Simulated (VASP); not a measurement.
Input of a VASP 6.6.1 run:

File INCAR:

```
SYSTEM = C
PREC     = Accurate       ! precision mode
ENCUT    = 600            ! plane-wave cutoff, eV
EDIFF    = 1E-6           ! SCF threshold, eV
ISMEAR   = 0              ! smearing method
SIGMA    = 0.1            ! smearing width, eV
LREAL    = .FALSE.        ! projectors in reciprocal space
LASPH    = .TRUE.         ! aspherical terms in the spheres
NELM     = 80             ! most SCF steps
ALGO     = Normal         ! electronic algorithm
ISIF     = 3              ! what is computed and relaxed
LWAVE    = .FALSE.        ! write WAVECAR
LCHARG   = .FALSE.        ! write CHGCAR
GGA      = PE             ! functional
IBRION   = 2              ! ionic algorithm
NSW      = 90             ! ionic steps
EDIFFG   = -0.04          ! ionic threshold
```

KPOINTS

```
Automatic mesh
0
G
  4 4 8
  0 0 0
```

The input POSCAR:

```
C
1.0
    2.4606645800     -3.6051768600      0.0000000000
    2.4606645800      3.6051768600      0.0000000000
    0.0000000000      0.0000000000      2.3696127400
C
8
Direct
    0.5864487000      0.4135513000      0.8372320400
    0.9135513000      0.0864487000      0.3372320400
    0.4407457600      0.0592542400      0.7500000000
    0.0592542400      0.4407457600      0.2500000000
    0.5592542400      0.9407457600      0.2500000000
    0.9407457600      0.5592542400      0.7500000000
    0.0864487000      0.9135513000      0.6627679600
    0.4135513000      0.5864487000      0.1627679600
```

Potentials or basis: VASP PAW PBE potentials, release 64 (C).

Command:

```bash
$ cat potpaw_PBE.64/C/POTCAR > POTCAR
$ mpirun -np 1 vasp_std > vasp.out
```

(1) Estimate the relaxed volume.

(2) Estimate the relaxed cell.

(3) Estimate the space group after relaxing (to 0.05 Å).

Answers

(1) 5.70 Å³/atom.

(2) a = 4.374 Å, b = 4.374 Å, c = 2.527 Å, α = 90.00°, β = 90.00°, γ = 109.47°.

(3) Fd-3m (No. 227).
